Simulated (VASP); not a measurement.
Crystal: YSb3As4.

```xyz
8
Lattice="6.1830 0.0000 0.0000 0.0000 6.1830 0.0000 0.0000 0.0000 6.1830" Properties=species:S:1:pos:R:3 pbc="T T T"
Y     0.0000    0.0000    0.0000
Sb    3.0915    0.0000    0.0000
Sb    0.0000    3.0915    0.0000
Sb    0.0000    0.0000    3.0915
As    0.0000    3.0915    3.0915
As    3.0915    0.0000    3.0915
As    3.0915    3.0915    0.0000
As    3.0915    3.0915    3.0915
```

The cell was generated, and may not be a known phase.

```yaml
Program: VASP 6.6.1
Task: relaxation of cell and atoms
Functional: PBE
Potentials_or_basis: VASP PAW PBE potentials, release 64 (Y_sv, Sb, As)
Cutoff: 600 eV
k_mesh: 4 × 4 × 4
Occupations: gaussian, width 0.1 eV
Spin: no spin polarisation
```

At the start: pressure -5.7 GPa; volume 29.55 Å³/atom.

How do energy, volume and symmetry change on relaxing?

Over 3 steps the energy falls by 66.2 meV/atom and the volume is 26.20 Å³/atom (-11.3 %); space group Pm-3m (No. 221, to 0.1 Å) before and after.

The path:
| step | energy change (eV) | largest force (eV/Å) | pressure (GPa) | volume (Å³) |
| --- | --- | --- | --- | --- |
| 1 | 0.0000 | 0.0000 | -5.68 | 236.37 |
| 2 | -0.4772 | 0.0000 | 2.37 | 202.31 |
| 3 | -0.5293 | 0.0000 | 0.02 | 209.56 |

Final structure:
```cif
data_structure
_symmetry_space_group_name_H-M 'P 1'
_symmetry_Int_Tables_number 1
_cell_length_a 5.9398
_cell_length_b 5.9398
_cell_length_c 5.9398
_cell_angle_alpha 90.000
_cell_angle_beta 90.000
_cell_angle_gamma 90.000
_cell_volume 209.56
loop_
_atom_site_label
_atom_site_type_symbol
_atom_site_fract_x
_atom_site_fract_y
_atom_site_fract_z
_atom_site_occupancy
Y1 Y 0.00000 0.00000 0.00000 1
Sb1 Sb 0.50000 0.00000 0.00000 1
Sb2 Sb 0.00000 0.50000 0.00000 1
Sb3 Sb 0.00000 0.00000 0.50000 1
As1 As 0.00000 0.50000 0.50000 1
As2 As 0.50000 0.00000 0.50000 1
As3 As 0.50000 0.50000 0.00000 1
As4 As 0.50000 0.50000 0.50000 1
```

Caveat: the highest band is partly filled, so the run has too few bands.
